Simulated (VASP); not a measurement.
# Hf (P6_3/mmc) in VASP: single point with revPBE

Aim: the single point of Hf with revPBE.

Program: VASP 6.6.1. These are calculated values, not measurements. Logs are shortened: lines on timing, memory, paths and dates and some standing lists are left out, and cuts for length are marked.

## Step 1: The cell of the first run

Symmetry: P6_3/mmc, No. 194, hexagonal system. Conventional cell: a = 3.225 Å, b = 3.225 Å, c = 5.106 Å, α = 90.00°, β = 90.00°, γ = 120.00°. Within 4.2 Å of Hf (site symmetry -6m2) lie 12 Hf at 3.16 to 3.23 Å.

## Step 2: Single point, revPBE, non-collinear spin, zero start, spin-orbit coupling

The input, INCAR:

```
ALGO = Normal
EDIFF = 1E-6
ENCUT = 500
GGA = RE
GGA_COMPAT = F
ISIF = 2
ISMEAR = -1
LASPH = T
LCHARG = F
LMAXMIX = 4
LNONCOLLINEAR = T
LORBIT = 11
LORBMOM = T
LREAL = F
LSORBIT = T
LWAVE = F
MAGMOM = 0 0 0 0 0 0
NBANDS = 32
NELM = 200
PREC = Accurate
SIGMA = 0.1
```

The input, KPOINTS:

```
k-points
0
Gamma
  11 11 6
```

The input, POSCAR:

```
Hf
1.0
    3.2252761513      0.0000000000      0.0000000000
   -1.6126380756      2.7931710812      0.0000000000
    0.0000000000      0.0000000000      5.1056711910
Hf
2
Direct
    0.3333333333      0.6666666667      0.2500000000
    0.6666666667      0.3333333333      0.7500000000
```

Potentials or basis: VASP PAW PBE potentials, release 64 (Hf_pv).

On the command line:

```bash
> cat potpaw_PBE.64/Hf_pv/POTCAR > POTCAR
> mpirun -np 1 vasp_ncl > vasp.out
```

OUTCAR:

```text
EDIFF = 1E-6
   ENCUT = 500
   GGA = RE
   ISIF = 2
   ISMEAR = -1
   LASPH = T
   LNONCOLLINEAR = T
   LORBIT = 11
   LREAL = F
   LSORBIT = T
   NELM = 200
   PREC = Accurate

 ion  position               nearest neighbor table
   1  0.333  0.667  0.250-   2 3.16   2 3.16   2 3.16   2 3.16   2 3.16   2 3.16
   2  0.667  0.333  0.750-   1 3.16   1 3.16   1 3.16   1 3.16   1 3.16   1 3.16

  LATTYP: Found a hexagonal cell.
 ALAT       =     3.2252761513
 C/A-ratio  =     1.5830183065

  Lattice vectors:

 A1 = (   3.2252761513,   0.0000000000,   0.0000000000)
 A2 = (  -1.6126380756,   2.7931710812,   0.0000000000)
 A3 = (   0.0000000000,   0.0000000000,   5.1056711910)

Analysis of symmetry for initial positions (statically):
=====================================================================
 Subroutine PRICEL returns:
 Original cell was already a primitive cell.

 Routine SETGRP: Setting up the symmetry group for a
 hexagonal supercell.

 Subroutine GETGRP returns: Found 24 space group operations
 (whereof 12 operations were pure point group operations)
 out of a pool of 24 trial point group operations.

The static configuration has the point symmetry D_3d.
 The point group associated with its full space group is D_6h.

Analysis of symmetry for dynamics (positions and initial velocities):
=====================================================================
 Subroutine PRICEL returns:
 Original cell was already a primitive cell.

 Routine SETGRP: Setting up the symmetry group for a
 hexagonal supercell.

 Subroutine GETGRP returns: Found 24 space group operations
 (whereof 12 operations were pure point group operations)
 out of a pool of 24 trial point group operations.

The dynamic configuration has the point symmetry D_3d.
 The point group associated with its full space group is D_6h.

Analysis of structural, dynamic, and magnetic symmetry:
=====================================================================
 Subroutine PRICEL returns:
 Original cell was already a primitive cell.

 Routine SETGRP: Setting up the symmetry group for a
 hexagonal supercell.

 Subroutine GETGRP returns: Found 24 space group operations
 (whereof 12 operations were pure point group operations)
 out of a pool of 24 trial point group operations.

The overall configuration has the point symmetry D_3d.
 The point group associated with its full space group is D_6h.

 Subroutine INISYM returns: Found 24 space group operations
 (whereof 12 operations are pure point group operations),
 and found     1 'primitive' translations

[... 1017 lines left out ...]
 -----------------------------------------------------------------------------------
    total drift:                               -0.000000      0.000000     -0.000000

  FREE ENERGIE OF THE ION-ELECTRON SYSTEM (eV)
  ---------------------------------------------------
  free  energy   TOTEN  =       -20.5602341056 eV

  energy  without entropy=      -20.5013964329  energy(sigma->0) =      -20.53081527

 orbital moment (x)

 # of ion     p       d       tot
 ----------------------------------------
  1         0.000  -0.000  -0.000
  2        -0.000   0.000  -0.000
 ----------------------------------------
           -0.000   0.000  -0.000

 orbital moment (y)

 # of ion     p       d       tot
 ----------------------------------------
  1         0.000   0.000   0.000
  2         0.000  -0.000   0.000
 ----------------------------------------
            0.000  -0.000   0.000

 orbital moment (z)

 # of ion     p       d       tot
 ----------------------------------------
  1         0.000   0.000   0.000
  2         0.000   0.000   0.000
 ----------------------------------------
            0.000   0.000   0.000

 Spin-Orbit-Coupling matrix elements

 Ion:    1  E_soc:     -1.3476142
 l=   1
     0.0000000    -0.2161679    -0.2164337
    -0.2161679     0.0000000    -0.2161679
    -0.2164337    -0.2161679     0.0000000
 l=   2
     0.0000000    -0.0014864     0.0000000    -0.0014864    -0.0071697
    -0.0014864     0.0000000    -0.0052390    -0.0014442    -0.0014864
     0.0000000    -0.0052390     0.0000000    -0.0052390     0.0000000
    -0.0014864    -0.0014442    -0.0052390     0.0000000    -0.0014864
    -0.0071697    -0.0014864     0.0000000    -0.0014864     0.0000000
 l=   3
     0.0000000     0.0000000     0.0000000     0.0000000     0.0000000     0.0000000     0.0000000
     0.0000000     0.0000000     0.0000000     0.0000000     0.0000000     0.0000000     0.0000000
     0.0000000     0.0000000     0.0000000     0.0000000     0.0000000     0.0000000     0.0000000
     0.0000000     0.0000000     0.0000000     0.0000000     0.0000000     0.0000000     0.0000000
     0.0000000     0.0000000     0.0000000     0.0000000     0.0000000     0.0000000     0.0000000
     0.0000000     0.0000000     0.0000000     0.0000000     0.0000000     0.0000000     0.0000000
     0.0000000     0.0000000     0.0000000     0.0000000     0.0000000     0.0000000     0.0000000

 Ion:    2  E_soc:     -1.3476142
 l=   1
     0.0000000    -0.2161679    -0.2164337
    -0.2161679     0.0000000    -0.2161679
    -0.2164337    -0.2161679     0.0000000
 l=   2
     0.0000000    -0.0014864     0.0000000    -0.0014864    -0.0071697
    -0.0014864     0.0000000    -0.0052390    -0.0014442    -0.0014864
     0.0000000    -0.0052390     0.0000000    -0.0052390     0.0000000
    -0.0014864    -0.0014442    -0.0052390     0.0000000    -0.0014864
    -0.0071697    -0.0014864     0.0000000    -0.0014864     0.0000000
 l=   3
     0.0000000     0.0000000     0.0000000     0.0000000     0.0000000     0.0000000     0.0000000
     0.0000000     0.0000000     0.0000000     0.0000000     0.0000000     0.0000000     0.0000000
     0.0000000     0.0000000     0.0000000     0.0000000     0.0000000     0.0000000     0.0000000
     0.0000000     0.0000000     0.0000000     0.0000000     0.0000000     0.0000000     0.0000000
     0.0000000     0.0000000     0.0000000     0.0000000     0.0000000     0.0000000     0.0000000
     0.0000000     0.0000000     0.0000000     0.0000000     0.0000000     0.0000000     0.0000000
     0.0000000     0.0000000     0.0000000     0.0000000     0.0000000     0.0000000     0.0000000

 total charge

# of ion       s       p       d       tot
------------------------------------------
    1        0.387   6.425   1.513   8.326
    2        0.387   6.425   1.513   8.326
--------------------------------------------------
tot          0.775  12.851   3.025  16.651

 magnetization (x)

# of ion       s       p       d       tot
------------------------------------------
    1        0.000   0.000  -0.000  -0.000
    2        0.000   0.000  -0.000  -0.000
--------------------------------------------------
tot          0.000   0.000  -0.000  -0.000

 magnetization (y)

# of ion       s       p       d       tot
------------------------------------------
    1        0.000   0.000  -0.000  -0.000
    2        0.000   0.000  -0.000  -0.000
--------------------------------------------------
tot          0.000   0.000  -0.000  -0.000

 magnetization (z)

# of ion       s       p       d       tot
------------------------------------------
    1        0.000   0.000   0.000   0.000
    2        0.000   0.000   0.000   0.000
--------------------------------------------------
tot          0.000   0.000   0.000   0.000
```

OSZICAR:

```text
N       E                     dE             d eps       ncg     rms          rms(c)
DAV:   1     0.719652732940E+02    0.71965E+02   -0.10681E+04  4112   0.116E+03
DAV:   2    -0.172045730808E+02   -0.89170E+02   -0.85347E+02  4920   0.302E+02
DAV:   3    -0.212263615363E+02   -0.40218E+01   -0.38858E+01  5424   0.416E+01
DAV:   4    -0.212877285144E+02   -0.61367E-01   -0.61234E-01  4784   0.538E+00
DAV:   5    -0.212887494040E+02   -0.10209E-02   -0.10207E-02  5272   0.602E-01    0.735E+01
DAV:   6    -0.207510922601E+02    0.53766E+00   -0.52504E-01  4568   0.501E+00    0.429E+01
DAV:   7    -0.205683814832E+02    0.18271E+00   -0.42593E-01  4768   0.433E+00    0.219E+01
DAV:   8    -0.205657347355E+02    0.26467E-02   -0.69742E-02  5048   0.170E+00    0.154E+00
DAV:   9    -0.205602248986E+02    0.55098E-02   -0.26105E-02  4592   0.105E+00    0.431E-01
DAV:  10    -0.205602421480E+02   -0.17249E-04   -0.83257E-04  5200   0.201E-01    0.135E-01
DAV:  11    -0.205602297522E+02    0.12396E-04   -0.48500E-05  4600   0.519E-02    0.146E-01
DAV:  12    -0.205602329019E+02   -0.31497E-05   -0.26352E-06  5016   0.112E-02    0.906E-02
DAV:  13    -0.205602340950E+02   -0.11931E-05   -0.19505E-06  4184   0.101E-02    0.470E-03
DAV:  14    -0.205602341056E+02   -0.10590E-07   -0.14444E-07  2672   0.307E-03
   1 F= -.20560234E+02 E0= -.20530815E+02  d E =-.588377E-01  mag=     0.0000    -0.0000     0.0000
```

stdout:

```text
POSCAR found type information on POSCAR Hf
 POSCAR found :  1 types and       2 ions
 scaLAPACK will be used
 -----------------------------------------------------------------------------
|                                                                             |
|                                                                             |
|     You enforced a specific xc type in the INCAR file but a different       |
|     I HOPE YOU KNOW WHAT YOU ARE DOING!                                     |
|                                                                             |
 -----------------------------------------------------------------------------

 LDA part: xc-table for (Slater+PW92), standard interpolation
 POSCAR, INCAR and KPOINTS ok, starting setup
 FFT: planning ... GRIDC
 FFT: planning ... GRID_SOFT
 FFT: planning ... GRID
 WAVECAR not read
 entering main loop
```

Run time: 2.9 min. Hardware: 1 thread of Oxide Virtual Turin-like, shared host; peak memory 0.29 GiB.

What came out:

- Free energy: -20.5602 eV
- Pressure: -0.8 GPa
- Net moment: 0.00 μB per cell
- Valence electrons inside the program's atomic spheres: Hf 8.33

Moments on the atoms (μB; x, y, z):
```
Hf  0.00 0.00 0.00
Hf  0.00 0.00 0.00
```

Caveat: the PAW data sets were made with another functional, which shifts forces and pressure a little.
